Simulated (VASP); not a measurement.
# LiCl (Pmc2_1) in VASP: single point with PBE

Aim: the single point of LiCl with PBE.

Everything below comes from runs of VASP 6.6.1. Logs are shortened: lines on timing, memory, paths and dates and some standing lists are left out, and cuts for length are marked.

## (1) The cell of the first run

The structure is orthorhombic, space group Pmc2_1 (No. 26). Conventional cell: a = 3.664 Å, b = 10.614 Å, c = 6.470 Å, α = 90.00°, β = 90.00°, γ = 90.00°. Li (site symmetry m) has 4 Cl at 2.30 to 2.46 Å within 3.0 Å. Li (site symmetry m) has 4 Cl at 2.32 to 2.46 Å within 3.1 Å. Li (site symmetry m) has 5 Cl at 2.51 to 2.66 Å within 3.3 Å. Cl (site symmetry m) has 4 Li at 2.32 to 2.51 Å within 3.1 Å. Cl (site symmetry m) has 4 Li at 2.30 to 2.51 Å within 3.0 Å. Cl (site symmetry m) has 5 Li at 2.46 to 2.66 Å within 3.3 Å.

## (2) Single point, PBE

File INCAR:

```
SYSTEM = LiCl
ALGO = Normal ; EDIFF = 1E-6
ENCUT = 520 ; GGA = PE
ISIF = 2 ; ISMEAR = 0
LASPH = .TRUE. ; LCHARG = .FALSE.
LREAL = .FALSE. ; LWAVE = .FALSE.
NBANDS = 42 ; NELM = 100
PREC = Accurate ; SIGMA = 0.02
```

File KPOINTS:

```
k-points
0
G
  6 2 4
  0 0 0
```

File POSCAR:

```
LiCl
1.0
    3.6638346888      0.0000000000      0.0000000000
    0.0000000000     10.6139780051      0.0000000000
    0.0000000000      0.0000000000      6.4696088726
Li Cl
6 6
Direct
    0.5000000000      0.8934456122      0.0889817782
    0.5000000000      0.6051217077      0.9179872952
    0.0000000000      0.7456430000      0.4503893949
    0.5000000000      0.1065543878      0.5889817782
    0.5000000000      0.3948782923      0.4179872952
    0.0000000000      0.2543570000      0.9503893949
    0.5000000000      0.5971468060      0.5554984897
    0.5000000000      0.9075837267      0.4479355362
    0.0000000000      0.7413444676      0.0391334994
    0.5000000000      0.4028531940      0.0554984897
    0.5000000000      0.0924162733      0.9479355362
    0.0000000000      0.2586555324      0.5391334994
```

Potentials or basis: VASP PAW PBE potentials, release 64 (Li_sv, Cl).

Launch:

```sh
cat potpaw_PBE.64/Li_sv/POTCAR potpaw_PBE.64/Cl/POTCAR > POTCAR
mpirun -np 1 vasp_std > vasp.out
```

OUTCAR:

```text
SYSTEM = LiCl
   EDIFF = 1E-6
   ENCUT = 520
   GGA = PE
   ISIF = 2
   ISMEAR = 0
   LASPH = .TRUE.
   LREAL = .FALSE.
   NELM = 100
   PREC = Accurate

 ion  position               nearest neighbor table
   1  0.500  0.893  0.089-  11 2.30   8 2.33   9 2.46   9 2.46
   2  0.500  0.605  0.918-  10 2.32   7 2.35   9 2.46   9 2.46
   3  0.000  0.746  0.450-   7 2.51   7 2.51   8 2.51   8 2.51
   4  0.500  0.107  0.589-   8 2.30  11 2.33  12 2.46  12 2.46
   5  0.500  0.395  0.418-   7 2.32  10 2.35  12 2.46  12 2.46
   6  0.000  0.254  0.950-  10 2.51  10 2.51  11 2.51  11 2.51
   7  0.500  0.597  0.555-   5 2.32   2 2.35   3 2.51   3 2.51
   8  0.500  0.908  0.448-   4 2.30   1 2.33   3 2.51   3 2.51
   9  0.000  0.741  0.039-   2 2.46   2 2.46   1 2.46   1 2.46
  10  0.500  0.403  0.055-   2 2.32   5 2.35   6 2.51   6 2.51
  11  0.500  0.092  0.948-   1 2.30   4 2.33   6 2.51   6 2.51
  12  0.000  0.259  0.539-   5 2.46   5 2.46   4 2.46   4 2.46

  LATTYP: Found a simple orthorhombic cell.
 ALAT       =     3.6638346888
 B/A-ratio  =     1.7658026145
 C/A-ratio  =     2.8969587622

  Lattice vectors:

 A1 = (  -3.6638346888,   0.0000000000,   0.0000000000)
 A2 = (   0.0000000000,   0.0000000000,   6.4696088726)
 A3 = (   0.0000000000,  10.6139780051,   0.0000000000)

Analysis of symmetry for initial positions (statically):
=====================================================================
 Subroutine PRICEL returns:
 Original cell was already a primitive cell.

 Routine SETGRP: Setting up the symmetry group for a
 simple orthorhombic supercell.

 Subroutine GETGRP returns: Found  4 space group operations
 (whereof  2 operations were pure point group operations)
 out of a pool of  8 trial point group operations.

The static configuration has the point symmetry C_1h.
 The point group associated with its full space group is C_2v.

Analysis of symmetry for dynamics (positions and initial velocities):
=====================================================================
 Subroutine PRICEL returns:
 Original cell was already a primitive cell.

 Routine SETGRP: Setting up the symmetry group for a
 simple orthorhombic supercell.

 Subroutine GETGRP returns: Found  4 space group operations
 (whereof  2 operations were pure point group operations)
 out of a pool of  8 trial point group operations.

The dynamic configuration has the point symmetry C_1h.
 The point group associated with its full space group is C_2v.

 Subroutine INISYM returns: Found  4 space group operations
 (whereof  2 operations are pure point group operations),
 and found     1 'primitive' translations

----------------------------------------------------------------------------------------

                                     Primitive cell

  volume of cell :     251.5892

  direct lattice vectors                    reciprocal lattice vectors
     3.663834689  0.000000000  0.000000000     0.272938079  0.000000000  0.000000000
     0.000000000 10.613978005  0.000000000     0.000000000  0.094215383  0.000000000
     0.000000000  0.000000000  6.469608873     0.000000000  0.000000000  0.154568849

  length of vectors
     3.663834689 10.613978005  6.469608873     0.272938079  0.094215383  0.154568849

  position of ions in fractional coordinates (direct lattice)
     0.500000000  0.893445612  0.088981778
     0.500000000  0.605121708  0.917987295
     0.000000000  0.745643000  0.450389395
     0.500000000  0.106554388  0.588981778
     0.500000000  0.394878292  0.417987295
     0.000000000  0.254357000  0.950389395
     0.500000000  0.597146806  0.555498490
     0.500000000  0.907583727  0.447935536
     0.000000000  0.741344468  0.039133499
     0.500000000  0.402853194  0.055498490
     0.500000000  0.092416273  0.947935536
     0.000000000  0.258655532  0.539133499

  ion indices of the primitive-cell ions
   primitive index   ion index
                 1           1
                 2           2
                 3           3
                 4           4
                 5           5
                 6           6
                 7           7
                 8           8
                 9           9
                10          10
                11          11
                12          12

----------------------------------------------------------------------------------------

 KPOINTS: k-points

Automatic generation of k-mesh.
 Grid dimensions read from file:
 generate k-points for:    6    2    4

 Generating k-lattice:

  Cartesian coordinates                     Fractional coordinates (reciprocal lattice)
     0.045489680  0.000000000  0.000000000     0.166666667  0.000000000  0.000000000
     0.000000000  0.047107691  0.000000000     0.000000000  0.500000000  0.000000000
     0.000000000  0.000000000  0.038642212     0.000000000  0.000000000  0.250000000

  Length of vectors
     0.045489680  0.047107691  0.038642212

  Shift w.r.t. Gamma in fractional coordinates (k-lattice)
     0.000000000  0.000000000  0.000000000

 Subroutine IBZKPT returns following result:
 ===========================================

 Found     24 irreducible k-points:

 Following reciprocal coordinates:
            Coordinates               Weight
  0.000000  0.000000  0.000000      1.000000
  0.166667  0.000000  0.000000      2.000000
  0.333333  0.000000  0.000000      2.000000
  0.500000  0.000000  0.000000      1.000000
  0.000000  0.500000  0.000000      1.000000
  0.166667  0.500000  0.000000      2.000000
[... 16 lines left out ...]
  0.333333  0.500000  0.500000      2.000000
  0.500000  0.500000  0.500000      1.000000
   k-points           NKPTS =     24   k-points in BZ     NKDIM =     24   number of bands    NBANDS=     42
   number of dos      NEDOS =    301   number of ions     NIONS =     12
   total plane-waves  NPLWV = 107520
   dimension x,y,z NGX =    28 NGY =   80 NGZ =   48
   dimension x,y,z NGXF=    56 NGYF=  160 NGZF=   96
   ions per type =               6   6
   NGX,Y,Z   is equivalent  to a cutoff of  12.70, 12.53, 12.33 a.u.
   NGXF,Y,Z  is equivalent  to a cutoff of  25.41, 25.06, 24.67 a.u.
 SYSTEM =  LiCl
   PREC   = accura    normal or accurate (medium, high low for compatibility)
   ISTART =      0    job   : 0-new  1-cont  2-samecut
   ICHARG =      2    charge: 1-file 2-atom 10-const
   ISPIN  =      1    spin polarized calculation?
   LNONCOLLINEAR =      F non collinear calculations
   LSORBIT =      F    spin-orbit coupling
   LASPH  =      T    aspherical Exc in radial PAW
   ENCUT  =  520.0 eV  38.22 Ry    6.18 a.u.   6.81 19.73 12.03*2*pi/ulx,y,z
   NELM   =    100;   NELMIN=  2; NELMDL= -5     # of ELM steps
   EDIFF  = 0.1E-05   stopping-criterion for ELM
   LREAL  =      F    real-space projection
   EDIFFG = 0.1E-04   stopping-criterion for IOM
   NSW    =      0    number of steps for IOM
   IBRION =     -1    ionic relax: 0-MD 1-quasi-New 2-CG
   NFREE  =      0    steps in history (QN), initial steepest desc. (CG)
   ISIF   =      2    stress and relaxation
   ISYM   =      2    0-nonsym 1-usesym 2-fastsym
   POTIM  = 0.5000    time-step for ionic-motion
   TEBEG  =    0.0;   TEEND  =   0.0 temperature during run
   PSTRESS=    0.0 pullay stress
   NELECT =      60.0000    total number of electrons
   NUPDOWN=      -1.0000    fix difference up-down
   EMIN   =  10.00;   EMAX   =-10.00  energy-range for DOS
   EFERMI =   0.00;   METHOD = LEGACY
   ISMEAR =     0;   SIGMA  =   0.02  broadening in eV -4-tet -1-fermi 0-gaus
   EFERMI_NEDOS =   21; number of points for ismear=-14 and -15
   IALGO  =     38    algorithm
   IMIX   =      4    mixing-type and parameters
     AMIX     =   0.40;   BMIX     =  1.00
     AMIX_MAG =   1.60;   BMIX_MAG =  1.00
  volume/ion in A,a.u.               =      20.97       141.48
  Fermi-wavevector in a.u.,A,eV,Ry     =   1.015222  1.918492 14.023207  1.030677
  Thomas-Fermi vector in A             =   2.148496
   LORBIT       =      0    0 simple, 1 ext, 2 COOP (PROOUT), +10 PAW based schemes
   GGA     = PE    functional components
   LHFCALC =     F    Hartree Fock is set to
   AEXX    =    0.0000 exact exchange contribution
   IVDW    =     0    specifies the selected vdW correction
   LEPSILON=     F    determine dielectric tensor
   LRPA    =     F    only Hartree local field effects (RPA)
 non-spin polarized calculation
 Gauss-broadening in eV      SIGMA  =   0.02
  energy-cutoff  :      520.00
  volume of cell :      251.59
 maximum number of plane-waves:      6800
 NGX is ok and might be reduce to    28
   NGX = 13   NGY = 39   NGZ = 25

 number of electron      59.9999963 magnetization

 Free energy of the ion-electron system (eV)
  ---------------------------------------------------
  ext. energy  EPLUGINS =         0.00000000
  ---------------------------------------------------
  free energy    TOTEN  =       -44.04206405 eV

  energy without entropy =      -44.04206405  energy(sigma->0) =      -44.04206405

 E-fermi :  -0.5794     XC(G=0):  -7.6167

 val. band max:       -0.7716400798   @ k =   0.0000   0.0000   0.0000
 cond. band min:       4.6549729038   @ k =   0.0000   0.0000   0.0000
 fundamental gap:      5.4266129836
 Fermi energy:        -0.5794100424

 k-point     1 :       0.0000    0.0000    0.0000
  band No.  band energies     occupation
      1     -44.4158      2.00000
      2     -44.4157      2.00000
      3     -44.3357      2.00000
      4     -44.3352      2.00000
      5     -44.3110      2.00000
      6     -44.3105      2.00000
[... 34 lines left out ...]
     41       8.7671      0.00000
     42       8.8534      0.00000

 k-point     2 :       0.1667    0.0000    0.0000
  band No.  band energies     occupation
      1     -44.4156      2.00000
      2     -44.4155      2.00000
      3     -44.3355      2.00000
      4     -44.3351      2.00000
      5     -44.3108      2.00000
      6     -44.3103      2.00000
[... 34 lines left out ...]
     41       8.6638      0.00000
     42       8.8630      0.00000

 k-point     3 :       0.3333    0.0000    0.0000
  band No.  band energies     occupation
      1     -44.4151      2.00000
      2     -44.4151      2.00000
      3     -44.3352      2.00000
      4     -44.3347      2.00000
      5     -44.3105      2.00000
      6     -44.3100      2.00000
[... 34 lines left out ...]
     41       8.4273      0.00000
     42       8.6586      0.00000

 k-point     4 :       0.5000    0.0000    0.0000
  band No.  band energies     occupation
      1     -44.4149      2.00000
      2     -44.4149      2.00000
      3     -44.3350      2.00000
      4     -44.3345      2.00000
      5     -44.3103      2.00000
      6     -44.3098      2.00000
[... 844 lines left out ...]
     41       8.7143      0.00000
     42       8.7160      0.00000

 k-point    23 :       0.3333    0.5000    0.5000
  band No.  band energies     occupation
      1     -44.4151      2.00000
      2     -44.4151      2.00000
      3     -44.3349      2.00000
      4     -44.3349      2.00000
      5     -44.3102      2.00000
      6     -44.3102      2.00000
[... 34 lines left out ...]
     41       8.6426      0.00000
     42       8.6471      0.00000

 k-point    24 :       0.5000    0.5000    0.5000
  band No.  band energies     occupation
      1     -44.4149      2.00000
      2     -44.4149      2.00000
      3     -44.3347      2.00000
      4     -44.3347      2.00000
      5     -44.3100      2.00000
      6     -44.3100      2.00000
[... 34 lines left out ...]
     41       8.6698      0.00000
     42       8.6701      0.00000

------------------------ aborting loop because EDIFF is reached ----------------------------------------

  FORCE on cell =-STRESS in cart. coord.  units (eV):
  Direction    XX          YY          ZZ          XY          YZ          ZX
  --------------------------------------------------------------------------------------
  -------------------------------------------------------------------------------------
  Total       -0.2097118     -0.1158212     -0.1571505      0.0000000      0.0000000      0.0000000
  in kB       -1.3354920     -0.7375758     -1.0007702      0.0000000      0.0000000      0.0000000
  external PRESSURE =      -1.0246127 kB  Pullay stress =       0.0000000 kB

 VOLUME and BASIS-vectors are now :
 -----------------------------------------------------------------------------
  energy-cutoff  :      520.00
  volume of cell :      251.59
      direct lattice vectors                 reciprocal lattice vectors
     3.663834689  0.000000000  0.000000000     0.272938079  0.000000000  0.000000000
     0.000000000 10.613978005  0.000000000     0.000000000  0.094215383  0.000000000
     0.000000000  0.000000000  6.469608873     0.000000000  0.000000000  0.154568849

 POSITION                                       TOTAL-FORCE (eV/Angst)
 -----------------------------------------------------------------------------------
      1.83192      9.48301      0.57568         0.000000     -0.003206      0.000333
      1.83192      6.42275      5.93902         0.000000      0.001014      0.000701
      0.00000      7.91424      2.91384         0.000000     -0.000506     -0.002265
      1.83192      1.13097      3.81048         0.000000      0.003206      0.000333
      1.83192      4.19123      2.70421         0.000000     -0.001014      0.000701
      0.00000      2.69974      6.14865         0.000000      0.000506     -0.002265
      1.83192      6.33810      3.59386         0.000000      0.000160     -0.000718
      1.83192      9.63307      2.89797         0.000000     -0.002893      0.000428
      0.00000      7.86861      0.25318         0.000000      0.000229      0.001522
      1.83192      4.27587      0.35905         0.000000     -0.000160     -0.000718
      1.83192      0.98090      6.13277         0.000000      0.002893      0.000428
      0.00000      2.74536      3.48798         0.000000     -0.000229      0.001522
 -----------------------------------------------------------------------------------
    total drift:                                0.000000      0.000000      0.000238

  FREE ENERGIE OF THE ION-ELECTRON SYSTEM (eV)
  ---------------------------------------------------
  free  energy   TOTEN  =       -44.0420640547 eV

  energy  without entropy=      -44.0420640547  energy(sigma->0) =      -44.04206405
```

It took 4.5 min on 1 thread of AMD EPYC 7R43 (Zen 3), shared host; peak memory 0.37 GiB.

Results:

```
Free energy            : -44.0421 eV
Largest force          : 0.003 eV/Å
Band gap on the k mesh : 5.43 eV, direct
```

Forces in eV/Å, atoms in the order of the input:
```
Li   0.000 -0.003  0.000
Li   0.000  0.001  0.001
Li   0.000 -0.001 -0.002
Li   0.000  0.003  0.000
Li   0.000 -0.001  0.001
Li   0.000  0.001 -0.002
Cl   0.000  0.000 -0.001
Cl   0.000 -0.003  0.000
Cl   0.000  0.000  0.002
Cl   0.000  0.000 -0.001
Cl   0.000  0.003  0.000
Cl   0.000  0.000  0.002
```

Caveat: the cutoff is under 1.25 times the usual one of these potentials, so pressure, stress and relaxed cells hold a basis-set (Pulay) error. A k mesh can miss the band edges.
